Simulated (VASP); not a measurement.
# InSe (R3m) in VASP: single point with PBE+D3(BJ)

Aim: the single point of InSe with PBE+D3(BJ).

All numbers are computed with VASP 6.6.1; they aren't measurements. Logs are shortened: lines on timing, memory, paths and dates and some standing lists are left out, and cuts for length are marked.

## (1) The cell of the first run

The structure is trigonal, space group R3m (No. 160). The conventional cell has a = 4.007 Å, b = 4.007 Å, c = 24.519 Å, α = 90.00°, β = 90.00°, γ = 120.00°. Within 3.5 Å of In (site symmetry 3m) lie 3 Se at 2.65 Å and 1 In at 2.78 Å. In (site symmetry 3m) has 3 Se at 2.65 Å and 1 In at 2.78 Å within 3.5 Å. Within 3.5 Å of Se (site symmetry 3m) lie 3 In at 2.65 Å. Within 3.5 Å of Se (site symmetry 3m) lie 3 In at 2.65 Å.

## (2) Single point, PBE+D3(BJ) (28.42 Å³/atom)

The input, INCAR:

```
PREC = Accurate
ENCUT = 520
EDIFF = 1E-7
ISMEAR = 0
SIGMA = 0.02
LREAL = False
LASPH = True
NELM = 60
ALGO = Normal
ISIF = 2
LWAVE = False
LCHARG = False
GGA = PE
IVDW = 12
NBANDS = 27
```

The input, KPOINTS:

```
regular mesh
0
Gamma
  12 12 12
```

The input, POSCAR:

```
InSe
1.0
    2.0036990271      1.1568361727      8.1729655012
   -2.0036990271      1.1568361727      8.1729655012
    0.0000000000     -2.3136723454      8.1729655012
In Se
2 2
Direct
   -0.0009583917     -0.0009583917     -0.0009583917
    0.1123566323      0.1123566323      0.1123566323
    0.6130015888      0.6130015888      0.6130015888
    0.8316001707      0.8316001707      0.8316001707
```

Potentials or basis: VASP PAW PBE potentials, release 64 (In_d, Se).

The run is started by

```console
> cat potpaw_PBE.64/In_d/POTCAR potpaw_PBE.64/Se/POTCAR > POTCAR
> mpirun -np 1 vasp_std > vasp.out
```

OUTCAR:

```text
PREC = Accurate
   ENCUT = 520
   EDIFF = 1E-7
   ISMEAR = 0
   LREAL = False
   LASPH = True
   NELM = 60
   ISIF = 2
   GGA = PE
   IVDW = 12
 IVDW          = 12

 ion  position               nearest neighbor table
   1  0.999  0.999  0.999-   3 2.65   3 2.65   3 2.65   2 2.78
   2  0.112  0.112  0.112-   4 2.65   4 2.65   4 2.65   1 2.78
   3  0.613  0.613  0.613-   1 2.65   1 2.65   1 2.65
   4  0.832  0.832  0.832-   2 2.65   2 2.65   2 2.65

  LATTYP: Found a trigonal (rhomboedric) cell.
 ALAT       =     8.4941417933
 COS(alpha) =     0.8887100474

  Lattice vectors:

 A1 = (   2.0036990271,   1.1568361727,   8.1729655012)
 A2 = (  -2.0036990271,   1.1568361727,   8.1729655012)
 A3 = (   0.0000000000,  -2.3136723454,   8.1729655012)

Analysis of symmetry for initial positions (statically):
=====================================================================
 Subroutine PRICEL returns:
 Original cell was already a primitive cell.

 Routine SETGRP: Setting up the symmetry group for a
 trigonal (rhombohedral) supercell.

 Subroutine GETGRP returns: Found  6 space group operations
 (whereof  6 operations were pure point group operations)
 out of a pool of 12 trial point group operations.

The static configuration has the point symmetry C_3v.

Analysis of symmetry for dynamics (positions and initial velocities):
=====================================================================
 Subroutine PRICEL returns:
 Original cell was already a primitive cell.

 Routine SETGRP: Setting up the symmetry group for a
 trigonal (rhombohedral) supercell.

 Subroutine GETGRP returns: Found  6 space group operations
 (whereof  6 operations were pure point group operations)
 out of a pool of 12 trial point group operations.

The dynamic configuration has the point symmetry C_3v.

 Subroutine INISYM returns: Found  6 space group operations
 (whereof  6 operations are pure point group operations),
 and found     1 'primitive' translations

----------------------------------------------------------------------------------------

                                     Primitive cell

  volume of cell :     113.6672

  direct lattice vectors                    reciprocal lattice vectors
     2.003699027  1.156836173  8.172965501     0.249538475  0.144071106  0.040784870
    -2.003699027  1.156836173  8.172965501    -0.249538475  0.144071106  0.040784870
     0.000000000 -2.313672345  8.172965501     0.000000000 -0.288142212  0.040784870

  length of vectors
     8.494141793  8.494141793  8.494141793     0.291014329  0.291014329  0.291014329

  position of ions in fractional coordinates (direct lattice)
     0.999041608  0.999041608  0.999041608
     0.112356632  0.112356632  0.112356632
     0.613001589  0.613001589  0.613001589
     0.831600171  0.831600171  0.831600171

  ion indices of the primitive-cell ions
   primitive index   ion index
                 1           1
                 2           2
                 3           3
                 4           4

----------------------------------------------------------------------------------------

 KPOINTS: regular mesh

Automatic generation of k-mesh.
 Grid dimensions read from file:
 generate k-points for:   12   12   12

 Generating k-lattice:

  Cartesian coordinates                     Fractional coordinates (reciprocal lattice)
     0.020794873  0.012005925  0.003398739     0.083333333 -0.000000000  0.000000000
    -0.020794873  0.012005925  0.003398739    -0.000000000  0.083333333  0.000000000
     0.000000000 -0.024011851  0.003398739     0.000000000  0.000000000  0.083333333

  Length of vectors
     0.024251194  0.024251194  0.024251194

  Shift w.r.t. Gamma in fractional coordinates (k-lattice)
     0.000000000  0.000000000  0.000000000

 Subroutine IBZKPT returns following result:
 ===========================================

 Found    189 irreducible k-points:

 Following reciprocal coordinates:
            Coordinates               Weight
  0.000000  0.000000  0.000000      1.000000
  0.083333 -0.000000  0.000000      6.000000
  0.166667 -0.000000  0.000000      6.000000
  0.250000  0.000000 -0.000000      6.000000
  0.333333 -0.000000  0.000000      6.000000
  0.416667 -0.000000  0.000000      6.000000
[... 16 lines left out ...]
  0.500000  0.166667 -0.000000     12.000000
 -0.416667  0.166667  0.000000     12.000000
 [... further k-points ...]
   k-points           NKPTS =    189   k-points in BZ     NKDIM =    189   number of bands    NBANDS=     27
   number of dos      NEDOS =    301   number of ions     NIONS =      4
   total plane-waves  NPLWV = 262144
   dimension x,y,z NGX =    64 NGY =   64 NGZ =   64
   dimension x,y,z NGXF=   128 NGYF=  128 NGZF=  128
   ions per type =               2   2
   NGX,Y,Z   is equivalent  to a cutoff of  12.53, 12.53, 12.53 a.u.
   NGXF,Y,Z  is equivalent  to a cutoff of  25.05, 25.05, 25.05 a.u.
 SYSTEM =  unknown system
   PREC   = accura    normal or accurate (medium, high low for compatibility)
   ISTART =      0    job   : 0-new  1-cont  2-samecut
   ICHARG =      2    charge: 1-file 2-atom 10-const
   ISPIN  =      1    spin polarized calculation?
   LNONCOLLINEAR =      F non collinear calculations
   LSORBIT =      F    spin-orbit coupling
   LASPH  =      T    aspherical Exc in radial PAW
   ENCUT  =  520.0 eV  38.22 Ry    6.18 a.u.  15.79 15.79 15.79*2*pi/ulx,y,z
   NELM   =     60;   NELMIN=  2; NELMDL= -5     # of ELM steps
   EDIFF  = 0.1E-06   stopping-criterion for ELM
   LREAL  =      F    real-space projection
   EDIFFG = 0.1E-05   stopping-criterion for IOM
   NSW    =      0    number of steps for IOM
   IBRION =     -1    ionic relax: 0-MD 1-quasi-New 2-CG
   NFREE  =      0    steps in history (QN), initial steepest desc. (CG)
   ISIF   =      2    stress and relaxation
   ISYM   =      2    0-nonsym 1-usesym 2-fastsym
   POTIM  = 0.5000    time-step for ionic-motion
   TEBEG  =    0.0;   TEEND  =   0.0 temperature during run
   PSTRESS=    0.0 pullay stress
   NELECT =      38.0000    total number of electrons
   NUPDOWN=      -1.0000    fix difference up-down
   EMIN   =  10.00;   EMAX   =-10.00  energy-range for DOS
   EFERMI =   0.00;   METHOD = LEGACY
   ISMEAR =     0;   SIGMA  =   0.02  broadening in eV -4-tet -1-fermi 0-gaus
   EFERMI_NEDOS =   21; number of points for ismear=-14 and -15
   IALGO  =     38    algorithm
   IMIX   =      4    mixing-type and parameters
     AMIX     =   0.40;   BMIX     =  1.00
     AMIX_MAG =   1.60;   BMIX_MAG =  1.00
  volume/ion in A,a.u.               =      28.42       191.77
  Fermi-wavevector in a.u.,A,eV,Ry     =   1.136207  2.147121 17.564675  1.290967
  Thomas-Fermi vector in A             =   2.272912
   LORBIT       =      0    0 simple, 1 ext, 2 COOP (PROOUT), +10 PAW based schemes
   GGA     = PE    functional components
   LHFCALC =     F    Hartree Fock is set to
   AEXX    =    0.0000 exact exchange contribution
   IVDW    =    12    specifies the selected vdW correction
   LEPSILON=     F    determine dielectric tensor
   LRPA    =     F    only Hartree local field effects (RPA)
 non-spin polarized calculation
 Gauss-broadening in eV      SIGMA  =   0.02
  energy-cutoff  :      520.00
  volume of cell :      113.67
 maximum number of plane-waves:      3090
   NGX = 31   NGY = 31   NGZ = 31

 number of electron      38.0000001 magnetization

 Free energy of the ion-electron system (eV)
  ---------------------------------------------------
  ext. energy  EPLUGINS =         0.00000000
  ---------------------------------------------------
  free energy    TOTEN  =       -14.10400027 eV

  energy without entropy =      -14.10400027  energy(sigma->0) =      -14.10400027

 E-fermi :   4.5820     XC(G=0):  -9.0695

 val. band max:        4.4550722411   @ k =   0.5000   0.5000   0.5000
 cond. band min:       4.7751248269   @ k =   0.5000   0.5000   0.5000
 fundamental gap:      0.3200525858
 Fermi energy:         4.5820310873

 k-point     1 :       0.0000    0.0000    0.0000
  band No.  band energies     occupation
      1     -10.4454      2.00000
      2     -10.2520      2.00000
      3     -10.2520      2.00000
      4     -10.1644      2.00000
      5     -10.1644      2.00000
      6     -10.1569      2.00000
[... 19 lines left out ...]
     26       9.8384      0.00000
     27      12.0402      0.00000

 k-point     2 :       0.0833   -0.0000    0.0000
  band No.  band energies     occupation
      1     -10.4451      2.00000
      2     -10.2820      2.00000
      3     -10.2510      2.00000
      4     -10.1916      2.00000
      5     -10.1593      2.00000
      6     -10.1590      2.00000
[... 19 lines left out ...]
     26      10.0061      0.00000
     27      12.0908      0.00000

 k-point     3 :       0.1667   -0.0000    0.0000
  band No.  band energies     occupation
      1     -10.4493      2.00000
      2     -10.3437      2.00000
      3     -10.2575      2.00000
      4     -10.2490      2.00000
      5     -10.1643      2.00000
      6     -10.1455      2.00000
[... 19 lines left out ...]
     26      10.3929      0.00000
     27      11.3328      0.00000

 k-point     4 :       0.2500    0.0000   -0.0000
  band No.  band energies     occupation
      1     -10.4778      2.00000
      2     -10.3835      2.00000
      3     -10.3324      2.00000
      4     -10.2482      2.00000
      5     -10.1715      2.00000
      6     -10.1268      2.00000
[... 19 lines left out ...]
     26      10.8295      0.00000
     27      11.1601      0.00000
[... 516 lines left out ...]
      4     -10.2579      2.00000
      5     -10.1708      2.00000
      6     -10.1120      2.00000
[... 19 lines left out ...]
     26      11.1073      0.00000
     27      11.4401      0.00000

 k-point    23 :       0.5000    0.1667   -0.0000
  band No.  band energies     occupation
      1     -10.5587      2.00000
      2     -10.4482      2.00000
      3     -10.3866      2.00000
      4     -10.2618      2.00000
      5     -10.1720      2.00000
      6     -10.1036      2.00000
[... 19 lines left out ...]
     26      11.3205      0.00000
     27      11.9335      0.00000

 k-point    24 :      -0.4167    0.1667    0.0000
  band No.  band energies     occupation
      1     -10.5693      2.00000
      2     -10.4583      2.00000
      3     -10.3857      2.00000
      4     -10.2632      2.00000
      5     -10.1724      2.00000
      6     -10.1005      2.00000
[... 19 lines left out ...]
     26      11.4525      0.00000
     27      12.1773      0.00000

 [... further k-points ...]

------------------------ aborting loop because EDIFF is reached ----------------------------------------

 Edisp (eV)   -1.24066

 E8    (eV) :    -0.5693

  FORCE on cell =-STRESS in cart. coord.  units (eV):
  Direction    XX          YY          ZZ          XY          YZ          ZX
  --------------------------------------------------------------------------------------
  -------------------------------------------------------------------------------------
  Total       0.67794     0.67794     0.64196    -0.00000     0.00000     0.00000
  in kB       9.55584     9.55584     9.04867    -0.00000     0.00000     0.00000
  external pressure =        9.39 kB  Pullay stress =        0.00 kB

 VOLUME and BASIS-vectors are now :
 -----------------------------------------------------------------------------
  energy-cutoff  :      520.00
  volume of cell :      113.67
      direct lattice vectors                 reciprocal lattice vectors
     2.003699027  1.156836173  8.172965501     0.249538475  0.144071106  0.040784870
    -2.003699027  1.156836173  8.172965501    -0.249538475  0.144071106  0.040784870
     0.000000000 -2.313672345  8.172965501     0.000000000 -0.288142212  0.040784870

 POSITION                                       TOTAL-FORCE (eV/Angst)
 -----------------------------------------------------------------------------------
      0.00000      0.00000     24.49540         0.000000      0.000000      0.020346
      0.00000      0.00000      2.75486         0.000000      0.000000     -0.020207
      0.00000      0.00000     15.03012         0.000000     -0.000000     -0.015686
      0.00000      0.00000     20.38992         0.000000      0.000000      0.015548
 -----------------------------------------------------------------------------------
    total drift:                               -0.000000     -0.000000      0.000338

  FREE ENERGIE OF THE ION-ELECTRON SYSTEM (eV)
  ---------------------------------------------------
  free  energy   TOTEN  =       -15.3446581916 eV

  energy  without entropy=      -15.3446581916  energy(sigma->0) =      -15.34465819
```

Run time: 39 min. Hardware: 1 thread of Intel Xeon Platinum 8488C (Sapphire Rapids), shared host; peak memory 0.87 GiB.

What came out:

```
Free energy                : -15.3447 eV
Pressure                   : 0.9 GPa
Largest force              : 0.020 eV/Å
Band gap on the k mesh     : 0.32 eV
Dispersion energy per atom : -0.310 eV
```

Forces in eV/Å, atoms in the order of the input:
```
In   0.000  0.000  0.020
In   0.000  0.000 -0.020
Se   0.000  0.000 -0.016
Se   0.000  0.000  0.016
```

Caveat: spin-orbit coupling is left out, which moves the levels of the heavy elements.
